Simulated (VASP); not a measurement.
# Ga2O3 (eos) (R-3c) in VASP: a series of runs

Ga2O3 (eos) is run at these levels: LDA; tasks: single point.

Program: VASP 6.6.1. These are calculated values, not measurements. Logs are shortened: lines on timing, memory, paths and dates and some standing lists are left out, and cuts for length are marked.

### Step 1. The cell of the first run

The structure is trigonal, space group R-3c (No. 167). Conventional cell: a = 4.950 Å, b = 4.950 Å, c = 13.306 Å, α = 90.00°, β = 90.00°, γ = 120.00°. Within 2.5 Å of Ga (site symmetry 3) lie 6 O at 1.91 to 2.06 Å. Within 2.5 Å of O (site symmetry 2) lie 4 Ga at 1.91 to 2.06 Å.

### Step 2. Single point, LDA

File INCAR:

```
PREC     = Accurate       # precision mode
ENCUT    = 520            # plane-wave cutoff, eV
EDIFF    = 1E-6           # SCF threshold, eV
ISMEAR   = 0              # smearing method
SIGMA    = 0.02           # smearing width, eV
LREAL    = F              # projectors in reciprocal space
LASPH    = T              # aspherical terms in the spheres
NELM     = 100            # most SCF steps
ALGO     = Normal         # electronic algorithm
ISIF     = 2              # what is computed and relaxed
LWAVE    = F              # write WAVECAR
LCHARG   = F              # write CHGCAR
GGA      = CA             # functional
NBANDS   = 55             # bands
```

File KPOINTS:

```
Automatic mesh
0
Gamma
  6 6 6
```

File POSCAR:

```
Ga2O3
1.0
    2.4749501546      1.4289131380      4.4353549202
   -2.4749501546      1.4289131380      4.4353549202
    0.0000000000     -2.8578262759      4.4353549202
Ga O
4 6
Direct
    0.8557741007      0.8557741007      0.8557741007
    0.6442258993      0.6442258993      0.6442258993
    0.1442258993      0.1442258993      0.1442258993
    0.3557741007      0.3557741007      0.3557741007
    0.0527748592      0.4472251408      0.7500000000
    0.7500000000      0.0527748592      0.4472251408
    0.4472251408      0.7500000000      0.0527748592
    0.9472251408      0.5527748592      0.2500000000
    0.2500000000      0.9472251408      0.5527748592
    0.5527748592      0.2500000000      0.9472251408
```

Potentials or basis: VASP PAW LDA potentials, release 64 (Ga_d, O).

Started as:

```
$ cat potpaw_LDA.64/Ga_d/POTCAR potpaw_LDA.64/O/POTCAR > POTCAR
$ mpirun -np 1 vasp_std > vasp.out
```

OUTCAR:

```text
PREC = Accurate
   ENCUT = 520
   EDIFF = 1E-6
   ISMEAR = 0
   LREAL = F
   LASPH = T
   NELM = 100
   ISIF = 2
   GGA = CA

 ion  position               nearest neighbor table
   1  0.856  0.856  0.856-   8 1.91   9 1.91  10 1.91   6 2.06   7 2.06   5 2.06   2 2.81   3 2.92
                             3 2.92   3 2.92
   2  0.644  0.644  0.644-   8 1.91  10 1.91   9 1.91   7 2.06   6 2.06   5 2.06   1 2.81   4 2.92
                             4 2.92   4 2.92
   3  0.144  0.144  0.144-   5 1.91   6 1.91   7 1.91   9 2.06  10 2.06   8 2.06   4 2.81   1 2.92
                             1 2.92   1 2.92
   4  0.356  0.356  0.356-   5 1.91   7 1.91   6 1.91  10 2.06   9 2.06   8 2.06   3 2.81   2 2.92
                             2 2.92   2 2.92
   5  0.053  0.447  0.750-   3 1.91   4 1.91   1 2.06   2 2.06
   6  0.750  0.053  0.447-   3 1.91   4 1.91   1 2.06   2 2.06
   7  0.447  0.750  0.053-   4 1.91   3 1.91   2 2.06   1 2.06
   8  0.947  0.553  0.250-   1 1.91   2 1.91   3 2.06   4 2.06
   9  0.250  0.947  0.553-   1 1.91   2 1.91   3 2.06   4 2.06
  10  0.553  0.250  0.947-   2 1.91   1 1.91   4 2.06   3 2.06

  LATTYP: Found a trigonal (rhomboedric) cell.
 ALAT       =     5.2763191992
 COS(alpha) =     0.5599512547

  Lattice vectors:

 A1 = (   2.4749501546,   1.4289131380,   4.4353549202)
 A2 = (  -2.4749501546,   1.4289131380,   4.4353549202)
 A3 = (   0.0000000000,  -2.8578262759,   4.4353549202)

Analysis of symmetry for initial positions (statically):
=====================================================================
 Subroutine PRICEL returns:
 Original cell was already a primitive cell.

 Routine SETGRP: Setting up the symmetry group for a
 trigonal (rhombohedral) supercell.

 Subroutine GETGRP returns: Found 12 space group operations
 (whereof  6 operations were pure point group operations)
 out of a pool of 12 trial point group operations.

The static configuration has the point symmetry S_6 .
 The point group associated with its full space group is D_3d.

Analysis of symmetry for dynamics (positions and initial velocities):
=====================================================================
 Subroutine PRICEL returns:
 Original cell was already a primitive cell.

 Routine SETGRP: Setting up the symmetry group for a
 trigonal (rhombohedral) supercell.

 Subroutine GETGRP returns: Found 12 space group operations
 (whereof  6 operations were pure point group operations)
 out of a pool of 12 trial point group operations.

The dynamic configuration has the point symmetry S_6 .
 The point group associated with its full space group is D_3d.

 Subroutine INISYM returns: Found 12 space group operations
 (whereof  6 operations are pure point group operations),
 and found     1 'primitive' translations

----------------------------------------------------------------------------------------

                                     Primitive cell

  volume of cell :      94.1135

  direct lattice vectors                    reciprocal lattice vectors
     2.474950155  1.428913138  4.435354920     0.202024271  0.116638767  0.075153700
    -2.474950155  1.428913138  4.435354920    -0.202024271  0.116638767  0.075153700
     0.000000000 -2.857826276  4.435354920     0.000000000 -0.233277534  0.075153700

  length of vectors
     5.276319199  5.276319199  5.276319199     0.245084652  0.245084652  0.245084652

  position of ions in fractional coordinates (direct lattice)
     0.855774101  0.855774101  0.855774101
     0.644225899  0.644225899  0.644225899
     0.144225899  0.144225899  0.144225899
     0.355774101  0.355774101  0.355774101
     0.052774859  0.447225141  0.750000000
     0.750000000  0.052774859  0.447225141
     0.447225141  0.750000000  0.052774859
     0.947225141  0.552774859  0.250000000
     0.250000000  0.947225141  0.552774859
     0.552774859  0.250000000  0.947225141

  ion indices of the primitive-cell ions
   primitive index   ion index
                 1           1
                 2           2
                 3           3
                 4           4
                 5           5
                 6           6
                 7           7
                 8           8
                 9           9
                10          10

----------------------------------------------------------------------------------------

 KPOINTS: Automatic mesh

Automatic generation of k-mesh.
 Grid dimensions read from file:
 generate k-points for:    6    6    6

 Generating k-lattice:

  Cartesian coordinates                     Fractional coordinates (reciprocal lattice)
     0.033670712  0.019439795  0.012525617     0.166666667  0.000000000 -0.000000000
    -0.033670712  0.019439795  0.012525617     0.000000000  0.166666667 -0.000000000
     0.000000000 -0.038879589  0.012525617    -0.000000000 -0.000000000  0.166666667

  Length of vectors
     0.040847442  0.040847442  0.040847442

  Shift w.r.t. Gamma in fractional coordinates (k-lattice)
     0.000000000  0.000000000  0.000000000

 Subroutine IBZKPT returns following result:
 ===========================================

 Found     32 irreducible k-points:

 Following reciprocal coordinates:
            Coordinates               Weight
  0.000000  0.000000  0.000000      1.000000
  0.166667 -0.000000  0.000000      6.000000
  0.333333  0.000000 -0.000000      6.000000
  0.500000 -0.000000  0.000000      3.000000
  0.166667  0.166667  0.000000      6.000000
  0.333333  0.166667  0.000000     12.000000
[... 16 lines left out ...]
  0.500000  0.500000  0.166667      6.000000
 -0.333333  0.500000  0.166667     12.000000
 [... further k-points ...]
   k-points           NKPTS =     32   k-points in BZ     NKDIM =     32   number of bands    NBANDS=     55
   number of dos      NEDOS =    301   number of ions     NIONS =     10
   total plane-waves  NPLWV =  64000
   dimension x,y,z NGX =    40 NGY =   40 NGZ =   40
   dimension x,y,z NGXF=    80 NGYF=   80 NGZF=   80
   ions per type =               4   6
   NGX,Y,Z   is equivalent  to a cutoff of  12.60, 12.60, 12.60 a.u.
   NGXF,Y,Z  is equivalent  to a cutoff of  25.21, 25.21, 25.21 a.u.
 SYSTEM =  unknown system
   PREC   = accura    normal or accurate (medium, high low for compatibility)
   ISTART =      0    job   : 0-new  1-cont  2-samecut
   ICHARG =      2    charge: 1-file 2-atom 10-const
   ISPIN  =      1    spin polarized calculation?
   LNONCOLLINEAR =      F non collinear calculations
   LSORBIT =      F    spin-orbit coupling
   LASPH  =      T    aspherical Exc in radial PAW
   ENCUT  =  520.0 eV  38.22 Ry    6.18 a.u.   9.81  9.81  9.81*2*pi/ulx,y,z
   NELM   =    100;   NELMIN=  2; NELMDL= -5     # of ELM steps
   EDIFF  = 0.1E-05   stopping-criterion for ELM
   LREAL  =      F    real-space projection
   EDIFFG = 0.1E-04   stopping-criterion for IOM
   NSW    =      0    number of steps for IOM
   IBRION =     -1    ionic relax: 0-MD 1-quasi-New 2-CG
   NFREE  =      0    steps in history (QN), initial steepest desc. (CG)
   ISIF   =      2    stress and relaxation
   ISYM   =      2    0-nonsym 1-usesym 2-fastsym
   POTIM  = 0.5000    time-step for ionic-motion
   TEBEG  =    0.0;   TEEND  =   0.0 temperature during run
   PSTRESS=    0.0 pullay stress
   NELECT =      88.0000    total number of electrons
   NUPDOWN=      -1.0000    fix difference up-down
   EMIN   =  10.00;   EMAX   =-10.00  energy-range for DOS
   EFERMI =   0.00;   METHOD = LEGACY
   ISMEAR =     0;   SIGMA  =   0.02  broadening in eV -4-tet -1-fermi 0-gaus
   EFERMI_NEDOS =   21; number of points for ismear=-14 and -15
   IALGO  =     38    algorithm
   IMIX   =      4    mixing-type and parameters
     AMIX     =   0.40;   BMIX     =  1.00
     AMIX_MAG =   1.60;   BMIX_MAG =  1.00
  volume/ion in A,a.u.               =       9.41        63.51
  Fermi-wavevector in a.u.,A,eV,Ry     =   1.600854  3.025176 34.868110  2.562734
  Thomas-Fermi vector in A             =   2.697924
   LORBIT       =      0    0 simple, 1 ext, 2 COOP (PROOUT), +10 PAW based schemes
   GGA     = CA    functional components
   LHFCALC =     F    Hartree Fock is set to
   AEXX    =    0.0000 exact exchange contribution
   IVDW    =     0    specifies the selected vdW correction
   LEPSILON=     F    determine dielectric tensor
   LRPA    =     F    only Hartree local field effects (RPA)
 non-spin polarized calculation
 Gauss-broadening in eV      SIGMA  =   0.02
  energy-cutoff  :      520.00
  volume of cell :       94.11
 maximum number of plane-waves:      2554
   NGX = 19   NGY = 19   NGZ = 19

 number of electron      87.9999985 magnetization

 Free energy of the ion-electron system (eV)
  ---------------------------------------------------
  ext. energy  EPLUGINS =         0.00000000
  ---------------------------------------------------
  free energy    TOTEN  =       -68.26616361 eV

  energy without entropy =      -68.26616361  energy(sigma->0) =      -68.26616361

 E-fermi :   4.7315     XC(G=0): -12.8972

 val. band max:        4.5499387378   @ k =  -0.1667   0.1667   0.0000
 cond. band min:       7.6070470843   @ k =   0.0000   0.0000   0.0000
 fundamental gap:      3.0571083465
 Fermi energy:         4.7315081078

 k-point     1 :       0.0000    0.0000    0.0000
  band No.  band energies     occupation
      1     -14.4706      2.00000
      2     -12.2936      2.00000
      3     -12.2936      2.00000
      4     -12.2377      2.00000
      5     -12.2188      2.00000
      6     -12.2188      2.00000
[... 47 lines left out ...]
     54      15.6558      0.00000
     55      16.9553      0.00000

 k-point     2 :       0.1667   -0.0000    0.0000
  band No.  band energies     occupation
      1     -14.3350      2.00000
      2     -12.4206      2.00000
      3     -12.3037      2.00000
      4     -12.2967      2.00000
      5     -12.2353      2.00000
      6     -12.2056      2.00000
[... 47 lines left out ...]
     54      16.2679      0.00000
     55      16.7617      0.00000
[... 1216 lines left out ...]
     54      16.7128      0.00000
     55      16.8522      0.00000

 k-point    24 :      -0.3333    0.5000    0.1667
  band No.  band energies     occupation
      1     -13.3455      2.00000
      2     -13.0036      2.00000
      3     -12.6669      2.00000
      4     -12.5293      2.00000
      5     -12.2701      2.00000
      6     -12.2326      2.00000
[... 47 lines left out ...]
     54      16.5642      0.00000
     55      16.8972      0.00000

 [... further k-points ...]
[... 5 lines left out ...]
  --------------------------------------------------------------------------------------
  -------------------------------------------------------------------------------------
  Total        1.3361932      1.3361932      1.0411860      0.0000000      0.0000000      0.0000000
  in kB       22.7471981     22.7471981     17.7250304      0.0000000      0.0000000      0.0000000
  external PRESSURE =      21.0731422 kB  Pullay stress =       0.0000000 kB

 VOLUME and BASIS-vectors are now :
 -----------------------------------------------------------------------------
  energy-cutoff  :      520.00
  volume of cell :       94.11
      direct lattice vectors                 reciprocal lattice vectors
     2.474950155  1.428913138  4.435354920     0.202024271  0.116638767  0.075153700
    -2.474950155  1.428913138  4.435354920    -0.202024271  0.116638767  0.075153700
     0.000000000 -2.857826276  4.435354920     0.000000000 -0.233277534  0.075153700

 POSITION                                       TOTAL-FORCE (eV/Angst)
 -----------------------------------------------------------------------------------
      0.00000      0.00000     11.38699        -0.000000     -0.000000     -0.018720
      0.00000      0.00000      8.57211        -0.000000      0.000000      0.018720
      0.00000      0.00000      1.91908        -0.000000      0.000000      0.018720
      0.00000      0.00000      4.73395        -0.000000     -0.000000     -0.018720
     -0.97624     -1.42891      5.54419        -0.025083      0.000000      0.000000
      1.72560     -0.13100      5.54419         0.012541     -0.021722     -0.000000
     -0.74935      1.55991      5.54419         0.012541      0.021722     -0.000000
      0.97624      1.42891      7.76187         0.025083      0.000000      0.000000
     -1.72560      0.13100      7.76187        -0.012541      0.021722     -0.000000
      0.74935     -1.55991      7.76187        -0.012541     -0.021722     -0.000000
 -----------------------------------------------------------------------------------
    total drift:                               -0.000000     -0.000000      0.000000

  FREE ENERGIE OF THE ION-ELECTRON SYSTEM (eV)
  ---------------------------------------------------
  free  energy   TOTEN  =       -68.2661636149 eV

  energy  without entropy=      -68.2661636149  energy(sigma->0) =      -68.26616361
```

Run time: 4.2 min. Hardware: 1 thread of AMD EPYC 7R43 (Zen 3), shared host; peak memory 0.23 GiB.

What came out:

- Free energy: -68.2662 eV
- Pressure: 2.1 GPa
- Largest force: 0.025 eV/Å
- Band gap on the k mesh: 3.06 eV, indirect (least direct gap 3.33 eV)

Forces in eV/Å, atoms in the order of the input:
```
Ga   0.000  0.000 -0.019
Ga   0.000  0.000  0.019
Ga   0.000  0.000  0.019
Ga   0.000  0.000 -0.019
O   -0.025  0.000  0.000
O    0.013 -0.022  0.000
O    0.013  0.022  0.000
O    0.025  0.000  0.000
O   -0.013  0.022  0.000
O   -0.013 -0.022  0.000
```

Stress tensor (GPa, compression positive):
```
2.27 0.00 0.00
0.00 2.27 0.00
0.00 0.00 1.77
```

Levels at points of the mesh, in eV from the valence-band top:
| k point | band 40 | band 41 | band 42 | band 43 | band 44 | band 45 | band 46 | band 47 | band 48 | band 49 |
| --- | --- | --- | --- | --- | --- | --- | --- | --- | --- | --- |
| (0.00, 0.00, 0.00) | -0.36 | -0.32 | -0.32 | -0.28 | -0.28 | 3.06 | 6.74 | 6.81 | 8.93 | 10.24 |
| (0.50, 0.00, 0.00) | -1.24 | -1.04 | -1.04 | -0.16 | -0.16 | 6.55 | 6.55 | 6.83 | 6.83 | 9.86 |
| (0.50, 0.50, 0.00) | -1.09 | -0.90 | -0.71 | -0.25 | -0.15 | 6.74 | 6.88 | 7.63 | 7.87 | 8.79 |
| (0.50, 0.50, 0.50) | -1.55 | -0.31 | -0.31 | -0.31 | -0.31 | 6.03 | 6.03 | 7.90 | 7.90 | 9.41 |

### Step 3. Single point, LDA (volume scaled by 1.03, then relaxed in part)

File INCAR:

```
SYSTEM = Ga2O3
PREC = Accurate ; ENCUT = 520
EDIFF = 1E-6 ; ISMEAR = 0
SIGMA = 0.02 ; LREAL = .FALSE.
LASPH = .TRUE. ; NELM = 60
ALGO = Normal ; ISIF = 2
LWAVE = .FALSE. ; LCHARG = .FALSE.
NBANDS = 55
```

File KPOINTS:

```
Automatic mesh
0
G
  6 6 6
  0 0 0
```

File POSCAR:

```
Ga2O3
1.0
    2.4967867128      1.4415204807      4.4888555198
   -2.4967867128      1.4415204807      4.4888555198
    0.0000000000     -2.8830409614      4.4888555198
Ga O
4 6
Direct
    0.8556584657      0.8556584657      0.8556584657
    0.6443415343      0.6443415343      0.6443415343
    0.1443415343      0.1443415343      0.1443415343
    0.3556584657      0.3556584657      0.3556584657
    0.0527454720      0.4472545280      0.7500000000
    0.7500000000      0.0527454720      0.4472545280
    0.4472545280      0.7500000000      0.0527454720
    0.9472545280      0.5527454720      0.2500000000
    0.2500000000      0.9472545280      0.5527454720
    0.5527454720      0.2500000000      0.9472545280
```

Potentials or basis: VASP PAW LDA potentials, release 64 (Ga_d, O).

Started as:

```
$ cat potpaw_LDA.64/Ga_d/POTCAR potpaw_LDA.64/O/POTCAR > POTCAR
$ mpirun -np 1 vasp_std > vasp.out
```

Run time: 4.2 min. Hardware: 1 thread of AMD EPYC 7R43 (Zen 3), shared host; peak memory 0.22 GiB.

The run converged. Its results:

```
Free energy            : -68.2431 eV
Pressure               : -4.7 GPa
Largest force          : 0.026 eV/Å
Band gap on the k mesh : 2.74 eV, indirect (least direct gap 2.99 eV)
```

Forces on the atoms (eV/Å):
```
Ga   0.000  0.000 -0.026
Ga   0.000  0.000  0.026
Ga   0.000  0.000  0.026
Ga   0.000  0.000 -0.026
O   -0.024  0.000  0.000
O    0.012 -0.020  0.000
O    0.012  0.020  0.000
O    0.024  0.000  0.000
O   -0.012  0.020  0.000
O   -0.012 -0.020  0.000
```

Stress tensor (GPa, compression positive):
```
-4.55  0.00  0.00
 0.00 -4.55  0.00
 0.00  0.00 -4.98
```

Levels at points of the mesh, in eV from the valence-band top:
| k point | band 42 | band 43 | band 44 | band 45 | band 46 | band 47 |
| --- | --- | --- | --- | --- | --- | --- |
| (0.00, 0.00, 0.00) | -0.32 | -0.26 | -0.26 | 2.74 | 6.45 | 6.62 |
| (0.50, 0.00, 0.00) | -1.00 | -0.16 | -0.16 | 6.25 | 6.25 | 6.55 |
| (0.50, 0.50, 0.00) | -0.72 | -0.26 | -0.15 | 6.41 | 6.58 | 7.38 |
| (0.50, 0.50, 0.50) | -0.30 | -0.30 | -0.30 | 5.74 | 5.74 | 7.62 |

 A k mesh can miss the band edges.
